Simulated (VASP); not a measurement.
Set up this calculation in VASP 6.6.1, as the native input.

* Task: single point
* Functional: PBE
* Potentials or basis: VASP PAW PBE potentials, release 64 (Cs_sv)
* Cutoff: 520 eV
* k mesh: 4 × 4 × 6
* Occupations: fermi-dirac, width 0.08 eV
* Spin: no spin polarisation
* Dipole correction: no
* Further INCAR settings: ALGO = Normal; EDIFF = 1e-06; NBANDS = 20

The structure of Cs lies in POSCAR:

```
Cs
1.0
    7.4493316905      0.0000000000      0.0000000000
   -3.7246658452      6.4513104852      0.0000000000
    0.0000000000      0.0000000000      4.4304345688
Cs
3
Direct
    0.0000000000      0.0000000000      0.0000000000
    0.3333333333      0.6666666667      0.5000000000
    0.6666666667      0.3333333333      0.5000000000
```

This isn't the form of Cs at room conditions, which is bcc.

One way to write it, as run:

INCAR

```
SYSTEM = Cs
ALGO = Normal ; EDIFF = 1E-6
ENCUT = 520 ; GGA = PE
ISIF = 2 ; ISMEAR = -1
LASPH = .True. ; LCHARG = .True.
LELF = .True. ; LREAL = .False.
LVHAR = .True. ; LWAVE = .False.
NBANDS = 20 ; NELM = 80
PREC = Accurate ; SIGMA = 0.08
```

KPOINTS

```
k-points
0
Gamma
  4 4 6
  0 0 0
```

Potentials or basis: VASP PAW PBE potentials, release 64 (Cs_sv).

The run is started by

```bash
$ cat potpaw_PBE.64/Cs_sv/POTCAR > POTCAR
$ mpirun -np 1 vasp_std > vasp.out
```

It gave:

| Item | Value |
| --- | --- |
| Pressure | 2.1 GPa |
| Band gap on the k mesh | zero (an odd number of electrons rules out a gap without spin polarisation) |

Caveat: spin-orbit coupling is left out, which moves the levels of the heavy elements.

Wall time 75 s on 1 thread of Intel(R) Xeon(R) 6975P-C (Granite Rapids), on a shared host, peak memory 0.31 GiB.
